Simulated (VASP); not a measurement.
## HfSiO4: single point with PBE

HfSiO4:

```xyz
12
Lattice="-3.2892 3.2892 2.9768 3.2892 -3.2892 2.9768 3.2892 3.2892 -2.9768" Properties=species:S:1:pos:R:3 pbc="T T T"
Hf    0.0000    3.2892    1.4884
Hf    0.0000    0.0000    0.0000
Si    3.2892    0.0000    1.4884
Si    0.0000    0.0000    2.9768
O     3.2892    2.0775   -1.0780
O     4.5009    0.0000    0.4104
O     0.0000    1.2117    1.8988
O     2.0775    0.0000    0.4104
O     3.2892    1.2117    2.5664
O     1.2117    0.0000    4.0549
O     3.2892   -1.2117    2.5664
O     2.0775    3.2892    1.0780
```

- Program: VASP 6.6.1
- Task: single point
- Functional: PBE
- Potentials or basis: VASP PAW PBE potentials, release 64 (Hf_pv, Si, O)
- Cutoff: 520 eV
- k mesh: 6 × 6 × 6
- Occupations: gaussian, width 0.01 eV
- Spin: no spin polarisation

The pressure is 5.8 GPa, the largest force is 0.447 eV/Å and the band gap on the k mesh is 5.42 eV (least direct gap 5.77 eV).

Forces in eV/Å, atoms in the order of the input:
```
Hf   0.000  0.000  0.000
Hf   0.000  0.000  0.000
Si   0.000  0.000  0.000
Si   0.000  0.000  0.000
O    0.000 -0.375 -0.244
O    0.375  0.000 -0.244
O    0.000  0.375 -0.244
O   -0.375  0.000 -0.244
O    0.000  0.375  0.244
O    0.375  0.000  0.244
O    0.000 -0.375  0.244
O   -0.375  0.000  0.244
```

Stress tensor (GPa, compression positive):
```
5.24 0.00 0.00
0.00 5.24 0.00
0.00 0.00 6.93
```

Levels at points of the mesh, in eV from the valence-band top:
```csv
k point,band 36,band 37,band 38,band 39,band 40,band 41
"(0.00, 0.00, 0.00)",-0.58,-0.55,0.00,5.78,6.09,6.24
"(0.50, 0.00, 0.00)",-0.83,-0.25,-0.20,5.67,5.84,6.62
"(0.50, 0.50, 0.00)",-0.92,-0.60,-0.60,5.43,5.43,6.56
"(0.50, 0.50, 0.50)",-1.10,-0.87,-0.87,6.26,6.26,6.64
```

Wall time 7 min on 1 thread of Intel Xeon 8259CL (shared host), peak memory 0.35 GiB.

Caveat: the cell stands under pressure; spin-orbit coupling is left out, which moves the levels of the heavy elements. A k mesh can miss the band edges.
